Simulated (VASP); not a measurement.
Set up this calculation in VASP 6.6.1, as the native input.

```yaml
Task: single point
Functional: r2SCAN
Potentials_or_basis: VASP PAW PBE potentials, release 64 (Pb_d, Se)
Cutoff: 520 eV
k_mesh: 7 × 7 × 7
Occupations: fermi-dirac, width 0.05 eV
Spin: no spin polarisation
Dipole_correction: no
Further_INCAR_settings: ALGO = Normal; EDIFF = 1e-06; NBANDS = 17
```

The system is PbSe.

```
CELL_PARAMETERS angstrom
3.75892 0.00000 0.00000
0.00000 3.75892 0.00000
0.00000 0.00000 3.75892
ATOMIC_POSITIONS crystal
Pb 0.00000 0.00000 0.00000
Se 0.50000 0.50000 0.50000
```

The input as run:

POSCAR

```
PbSe
1.0
    3.7589231005      0.0000000000      0.0000000000
    0.0000000000      3.7589231005      0.0000000000
    0.0000000000      0.0000000000      3.7589231005
Pb Se
1 1
Direct
    0.0000000000      0.0000000000      0.0000000000
    0.5000000000      0.5000000000      0.5000000000
```

INCAR.step1

```
PREC = Accurate
ENCUT = 520
ISMEAR = -1
SIGMA = 0.05
LREAL = F
LASPH = T
NELM = 80
NBANDS = 17
GGA = PE
ALGO = Normal
EDIFF = 1E-4
LWAVE = T
LCHARG = F
```

INCAR.step2

```
PREC = Accurate
ENCUT = 520
EDIFF = 1E-6
ISMEAR = -1
SIGMA = 0.05
LREAL = F
LASPH = T
NELM = 80
ALGO = Normal
ISIF = 2
LWAVE = F
LCHARG = F
METAGGA = R2SCAN
LMIXTAU = T
NBANDS = 17
ISTART = 1
```

KPOINTS

```
regular mesh
0
Gamma
  7 7 7
```

Potentials or basis: VASP PAW PBE potentials, release 64 (Pb_d, Se).

Run with:

```console
$ cat potpaw_PBE.64/Pb_d/POTCAR potpaw_PBE.64/Se/POTCAR > POTCAR
$ cp INCAR.step1 INCAR
$ mpirun -np 1 vasp_std > vasp.out
$ cp INCAR.step2 INCAR
$ mpirun -np 1 vasp_std > vasp.out
```

Results of the run:

```json
{
 "Pressure": "0.3 GPa",
 "Band gap on the k mesh": "0.03 eV, indirect (least direct gap 1.40 eV)"
}
```

Caveat: the PAW data sets were made with another functional, which shifts forces and pressure a little; spin-orbit coupling is left out, which moves the levels of the heavy elements.

Run time: 59 s on 1 thread of Intel(R) Xeon(R) Platinum 8259CL CPU @ 2.50GHz (Skylake/Cascade Lake) (shared host), peak memory 0.17 GiB.
